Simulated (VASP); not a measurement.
A run of VASP 6.6.1:

The input INCAR:

```
ALGO = Normal
EDIFF = 1E-6
ENCUT = 520
GGA = PS
ISIF = 2
ISMEAR = -1
ISPIN = 2
LASPH = T
LCHARG = F
LMAXMIX = 4
LORBIT = 11
LREAL = F
LWAVE = F
MAGMOM = 6.5 0 0
NBANDS = 24
NELM = 150
NUPDOWN = 6.5
PREC = Accurate
SIGMA = 0.03
```

The input KPOINTS:

```
k-points
0
Gamma
  8 8 4
```

The input POSCAR:

```
MnBr2
1.0
    3.8200000000      0.0000000000      0.0000000000
   -1.9100000000      3.3082170425      0.0000000000
    0.0000000000      0.0000000000      6.1900000000
Mn Br
1 2
Direct
    0.0000000000      0.0000000000      0.0000000000
    0.3333333333      0.6666666667      0.2500000000
    0.6666666667      0.3333333333      0.7500000000
```

Potentials or basis: VASP PAW PBE potentials, release 64 (Mn_pv, Br).

Run with:

```bash
$ cat potpaw_PBE.64/Mn_pv/POTCAR potpaw_PBE.64/Br/POTCAR > POTCAR
$ mpirun -np 1 vasp_std > vasp.out
```

Hardware: 1 thread of Intel Xeon 8259CL, on a shared host.

Q: How long does it take, and how much memory?

A: Run time: 3.1 min on 1 thread of Intel Xeon 8259CL, with other jobs on the host, peak memory 0.27 GiB. Counts: scf iterations 14, k points 35.
